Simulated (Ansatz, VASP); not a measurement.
**One calculation of Si2Ni, two programs**

Contents of INCAR:

```
  PREC = Accurate
  ENCUT = 600
  EDIFF = 1E-7
  ISMEAR = 0
  SIGMA = 0.1
  LREAL = False
  LASPH = True
  NELM = 120
  ALGO = Normal
  ISIF = 3
  LWAVE = False
  LCHARG = False
  GGA = PS
  IBRION = 2
  NSW = 100
  EDIFFG = -0.002
  GGA_COMPAT = False
  NELMIN = 4
```

The input KPOINTS:

```
Automatic mesh
0
Gamma
  14 14 14
```

File POSCAR:

```
Si2Ni
1.0
    0.0000000000      2.6950000000      2.6950000000
    2.6950000000      0.0000000000      2.6950000000
    2.6950000000      2.6950000000      0.0000000000
Ni Si
1 2
Direct
    0.0000000000      0.0000000000      0.0000000000
    0.2500000000      0.2500000000      0.2500000000
    0.7500000000      0.7500000000      0.7500000000
```

Input for Ansatz:

```yaml
crystal:
  lattice:
    - [0.0, 2.695, 2.695]
    - [2.695, 0.0, 2.695]
    - [2.695, 2.695, 0.0]
  atoms:
    - { symbol: Ni, position: [0.0, 0.0, 0.0] }
    - { symbol: Si, position: [0.25, 0.25, 0.25] }
    - { symbol: Si, position: [0.75, 0.75, 0.75] }
basis:
  ecutwfc: 420
kpoints:
  mp_grid: { grid: [14, 14, 14] }
hamiltonian:
  xc: pbesol
  pseudopotentials: { kind: paw, azcp: { folder: soft_1 } }
scf:
  occupations: { method: gaussian, width: 0.1 }
output:
  forces: true
  stress: true
  eigenvalues: true
  write_density: true
  write_potential: true
  elf: true
  volumetric_format: npy
relax:
  adjacent_minimum: "off"
  f_tol: 0.002
  max_steps: 80
  cell: { stress_tol: 0.02 }
```

Alike in both runs: task relaxation of cell and atoms; functional PBEsol; k mesh 14 × 14 × 14; occupations gaussian, width 0.1 eV; no spin polarisation.

|  | VASP | Ansatz |
| --- | --- | --- |
| version | VASP 6.6.1 | Ansatz 0.2.0 |
| potentials or method | VASP PAW PBE potentials, release 64 (Ni, Si), cutoff 600 eV | scalar-relativistic, plane waves, PAW |
| valence electrons in the cell | 18 | 26 |

```tsv
	VASP	Ansatz	Ansatz less VASP
gap on the k mesh at the Fermi level, each at its own relaxed structure (eV)	none	none	-
relaxed volume (Å³/atom)	13.07	13.06	-0.010
relaxed cell length with the largest relative difference (Å)	3.813	3.812	-0.0010
```

VASP's potentials were made for PBE, not for PBEsol, and Ansatz warns of the same on its side. A gap of «none» marks a metal or a gap that the smearing closes. VASP's potentials hold 18 valence electrons a cell and Ansatz's 26, so a difference there can come from the potentials and not from the codes.
